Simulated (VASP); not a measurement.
# BaHf2Ag2 (P1) in VASP: further runs

BaHf2Ag2 is run at these levels: PBE, RPBE, PBE+U; tasks: single point.

All numbers are computed with VASP 6.6.1; they aren't measurements. Logs are shortened: lines on timing, memory, paths and dates and some standing lists are left out, and cuts for length are marked.

## Step 1: The cell of the first run

The typed cell holds 5 atoms: a = 4.689 Å, b = 4.692 Å, c = 6.366 Å, α = 67.87°, β = 67.79°, γ = 90.36°.

## Step 2: Single point, PBE

INCAR

```
SYSTEM = BaHf2Ag2
ALGO = Normal
EDIFF = 1E-6
ENCUT = 520
GGA = PE
ISIF = 2
ISMEAR = -1
LASPH = .TRUE.
LCHARG = .FALSE.
LREAL = .FALSE.
LWAVE = .FALSE.
NBANDS = 34
NELM = 100
PREC = Accurate
SIGMA = 0.1
```

KPOINTS

```
Automatic mesh
0
Gamma
  4 4 4
  0.5 0.5 0
```

POSCAR

```
BaHf2Ag2
1.0
   -0.0146389800      4.6891600900     -0.0326924800
    4.6918577700     -0.0146389800     -0.0287759700
    2.3725603600      2.3758313100     -5.4091154200
Ba Ag Hf
1 2 2
Direct
    0.0103120000      0.0229850000      0.9899760000
    0.7276090000      0.2497280000      0.5191560000
    0.2686970000      0.7559470000      0.4752860000
    0.3389610000      0.3782040000      0.2519320000
    0.6276870000      0.6212630000      0.7397540000
```

Potentials or basis: VASP PAW PBE potentials, release 64 (Ba_sv, Ag, Hf_pv).

Started as:

```
$ cat potpaw_PBE.64/Ba_sv/POTCAR potpaw_PBE.64/Ag/POTCAR potpaw_PBE.64/Hf_pv/POTCAR > POTCAR
$ mpirun -np 1 vasp_std > vasp.out
```

OUTCAR:

```text
SYSTEM = BaHf2Ag2
   EDIFF = 1E-6
   ENCUT = 520
   GGA = PE
   ISIF = 2
   ISMEAR = -1
   LASPH = .TRUE.
   LREAL = .FALSE.
   NELM = 100
   PREC = Accurate

 ion  position               nearest neighbor table
   1  0.010  0.023  0.990-   2 3.37   5 3.44   4 3.46   3 3.48   3 3.53   5 3.53   2 3.53   4 3.54
                             3 3.54   5 3.65   2 3.69   2 3.69   4 3.70   5 3.70   3 3.73   4 3.74
   2  0.728  0.250  0.519-   5 2.57   4 2.64   5 2.69   4 2.86   3 3.22   3 3.31   3 3.32   1 3.37
                             3 3.45   1 3.53   1 3.69   1 3.69
   3  0.269  0.756  0.475-   4 2.61   4 2.68   5 2.72   5 2.76   2 3.22   2 3.31   2 3.32   2 3.45
                             1 3.48   1 3.53   1 3.54   1 3.73
   4  0.339  0.378  0.252-   3 2.61   2 2.64   3 2.68   5 2.76   2 2.86   1 3.46   1 3.54   1 3.70
                             1 3.74   1 3.98
   5  0.628  0.621  0.740-   2 2.57   2 2.69   3 2.72   4 2.76   3 2.76   1 3.44   1 3.53   1 3.65
                             1 3.70   1 4.03

  LATTYP: Found a triclinic cell.
 ALAT       =     4.6892969033
 B/A-ratio  =     1.4189942651
 C/A-ratio  =     1.3576632797
 COS(alpha) =     0.0007121836
 COS(beta)  =     0.3779268726
 COS(gamma) =     0.7090954684

  Lattice vectors:

 A1 = (   0.0146389800,  -4.6891600900,   0.0326924800)
 A2 = (   4.7064967500,  -4.7037990700,   0.0039165100)
 A3 = (  -2.3725603600,  -2.3758313100,   5.4091154200)

Analysis of symmetry for initial positions (statically):
=====================================================================
 Subroutine PRICEL returns:
 Original cell was already a primitive cell.

 Routine SETGRP: Setting up the symmetry group for a
 triclinic supercell.

 Subroutine GETGRP returns: Found  1 space group operations
 (whereof  1 operations were pure point group operations)
 out of a pool of  2 trial point group operations.

The static configuration has the point symmetry C_1 .

Analysis of symmetry for dynamics (positions and initial velocities):
=====================================================================
 Subroutine PRICEL returns:
 Original cell was already a primitive cell.

 Routine SETGRP: Setting up the symmetry group for a
 triclinic supercell.

 Subroutine GETGRP returns: Found  1 space group operations
 (whereof  1 operations were pure point group operations)
 out of a pool of  2 trial point group operations.

The dynamic configuration has the point symmetry C_1 .

 Subroutine INISYM returns: Found  1 space group operations
 (whereof  1 operations are pure point group operations),
 and found     1 'primitive' translations

[... 99 lines left out ...]
   NELM   =    100;   NELMIN=  2; NELMDL= -5     # of ELM steps
   EDIFF  = 0.1E-05   stopping-criterion for ELM
   LREAL  =      F    real-space projection
   EDIFFG = 0.1E-04   stopping-criterion for IOM
   NSW    =      0    number of steps for IOM
   IBRION =     -1    ionic relax: 0-MD 1-quasi-New 2-CG
   NFREE  =      0    steps in history (QN), initial steepest desc. (CG)
   ISIF   =      2    stress and relaxation
   ISYM   =      2    0-nonsym 1-usesym 2-fastsym
   POTIM  = 0.5000    time-step for ionic-motion
   TEBEG  =    0.0;   TEEND  =   0.0 temperature during run
   PSTRESS=    0.0 pullay stress
   NELECT =      52.0000    total number of electrons
   NUPDOWN=      -1.0000    fix difference up-down
   EMIN   =  10.00;   EMAX   =-10.00  energy-range for DOS
   EFERMI =   0.00;   METHOD = LEGACY
   ISMEAR =    -1;   SIGMA  =   0.10  broadening in eV -4-tet -1-fermi 0-gaus
   EFERMI_NEDOS =   21; number of points for ismear=-14 and -15
   IALGO  =     38    algorithm
   IMIX   =      4    mixing-type and parameters
     AMIX     =   0.40;   BMIX     =  1.00
     AMIX_MAG =   1.60;   BMIX_MAG =  1.00
  volume/ion in A,a.u.               =      23.66       159.69
  Fermi-wavevector in a.u.,A,eV,Ry     =   1.244686  2.352115 21.078728  1.549243
  Thomas-Fermi vector in A             =   2.378942
   LORBIT       =      0    0 simple, 1 ext, 2 COOP (PROOUT), +10 PAW based schemes
   GGA     = PE    functional components
   LHFCALC =     F    Hartree Fock is set to
   AEXX    =    0.0000 exact exchange contribution
   IVDW    =     0    specifies the selected vdW correction
   LEPSILON=     F    determine dielectric tensor
   LRPA    =     F    only Hartree local field effects (RPA)
 non-spin polarized calculation
  energy-cutoff  :      520.00
  volume of cell :      118.32
 maximum number of plane-waves:      3200
   NGX = 17   NGY = 17   NGZ = 23

 number of electron      52.0000003 magnetization

 Free energy of the ion-electron system (eV)
  ---------------------------------------------------
  ext. energy  EPLUGINS =         0.00000000
  ---------------------------------------------------
  free energy    TOTEN  =       -23.96199697 eV

  energy without entropy =      -23.77591828  energy(sigma->0) =      -23.86895762

 E-fermi :   5.4582     XC(G=0): -10.7849

 val. band max:        5.4356122759   @ k =  -0.1250  -0.3750   0.2500
 cond. band min:       5.4651964257   @ k =  -0.3750  -0.3750   0.2500
 fundamental gap:      0.0295841498
 Fermi energy:         5.4582194485

 k-point     1 :       0.1250    0.1250   -0.0000
  band No.  band energies     occupation
      1     -25.6735      2.00000
      2     -25.6271      2.00000
      3     -25.6116      2.00000
      4     -25.5400      2.00000
      5     -25.5257      2.00000
      6     -24.9732      2.00000
[... 877 lines left out ...]
     33       8.4020      0.00000
     34       8.7941      0.00000

 [... further k-points ...]
[... 5 lines left out ...]
  --------------------------------------------------------------------------------------
  -------------------------------------------------------------------------------------
  Total       11.5048620      8.4463752     10.6287840      0.1316690      0.5735117     -1.0580486
  in kB      155.7913701    114.3753282    143.9280914      1.7829756      7.7661227    -14.3274074
  external PRESSURE =     138.0315966 kB  Pullay stress =       0.0000000 kB

 VOLUME and BASIS-vectors are now :
 -----------------------------------------------------------------------------
  energy-cutoff  :      520.00
  volume of cell :      118.32
      direct lattice vectors                 reciprocal lattice vectors
    -0.014638980  4.689160090 -0.032692480     0.001247076  0.213920595  0.094506767
     4.691857770 -0.014638980 -0.028775970     0.213717826  0.001324816  0.094323367
     2.372560360  2.375831310 -5.409115420    -0.001144495 -0.001299976 -0.185946098

 POSITION                                       TOTAL-FORCE (eV/Angst)
 -----------------------------------------------------------------------------------
      2.45647      2.40003     -5.35589        -0.372828     -0.477559     -0.184015
      2.39277      4.64165     -2.83915        -0.683734     -0.777185      0.603785
      4.67051      2.37810     -2.60141         0.372868      0.112468     -0.382087
      2.36724      2.18245     -1.38469        -0.179972      0.623601     -0.468402
      4.66080      4.69176     -4.03981         0.863666      0.518674      0.430719
 -----------------------------------------------------------------------------------
    total drift:                                0.000080      0.000234      0.000076

  FREE ENERGIE OF THE ION-ELECTRON SYSTEM (eV)
  ---------------------------------------------------
  free  energy   TOTEN  =       -23.9619969652 eV

  energy  without entropy=      -23.7759182777  energy(sigma->0) =      -23.86895762
```

OSZICAR:

```text
N       E                     dE             d eps       ncg     rms          rms(c)
DAV:   1     0.308039893973E+03    0.30804E+03   -0.26913E+04  2176   0.145E+03
DAV:   2    -0.102904022607E+02   -0.31833E+03   -0.30863E+03  2556   0.344E+02
DAV:   3    -0.266258319102E+02   -0.16335E+02   -0.15981E+02  3010   0.620E+01
DAV:   4    -0.269665713760E+02   -0.34074E+00   -0.33916E+00  2920   0.806E+00
DAV:   5    -0.269725987895E+02   -0.60274E-02   -0.60244E-02  2942   0.929E-01    0.663E+01
DAV:   6    -0.243219421164E+02    0.26507E+01   -0.15755E+01  2598   0.244E+01    0.323E+01
DAV:   7    -0.242180566718E+02    0.10389E+00   -0.48920E+00  2652   0.116E+01    0.162E+01
DAV:   8    -0.239649969899E+02    0.25306E+00   -0.10811E+00  2470   0.574E+00    0.252E+00
DAV:   9    -0.239633731060E+02    0.16239E-02   -0.70812E-02  2904   0.112E+00    0.102E+00
DAV:  10    -0.239621361197E+02    0.12370E-02   -0.87729E-03  2592   0.463E-01    0.423E-01
DAV:  11    -0.239620020697E+02    0.13405E-03   -0.17197E-03  2656   0.235E-01    0.628E-02
DAV:  12    -0.239619965909E+02    0.54789E-05   -0.18711E-04  2754   0.773E-02    0.487E-02
DAV:  13    -0.239619949489E+02    0.16420E-05   -0.27236E-05  2696   0.280E-02    0.160E-02
DAV:  14    -0.239619965872E+02   -0.16383E-05   -0.37193E-06  2050   0.140E-02    0.601E-03
DAV:  15    -0.239619969652E+02   -0.37795E-06   -0.31378E-07  1272   0.529E-03
   1 F= -.23961997E+02 E0= -.23868958E+02  d E =-.186079E+00
```

It took 52 s on 1 thread of Intel Xeon 6975P-C (Granite Rapids), shared host; peak memory 0.31 GiB.

Results:

```
Free energy            : -23.9620 eV
Pressure               : 13.8 GPa
Largest force          : 1.198 eV/Å
Band gap on the k mesh : zero (band 26 reaches 5.55 eV, above the bottom of band 27 at 5.32 eV)
```

Forces on the atoms (eV/Å):
```
Ba  -0.373 -0.478 -0.184
Ag  -0.684 -0.777  0.604
Ag   0.373  0.112 -0.382
Hf  -0.180  0.624 -0.468
Hf   0.864  0.519  0.431
```

Caveat: the k points lie up to 0.37 Å⁻¹ apart; spin-orbit coupling is left out, which moves the levels of the heavy elements; forces of over 1 eV/Å act on the atoms, so gaps and moduli don't describe the material at rest.

[end of part 1 of 2]
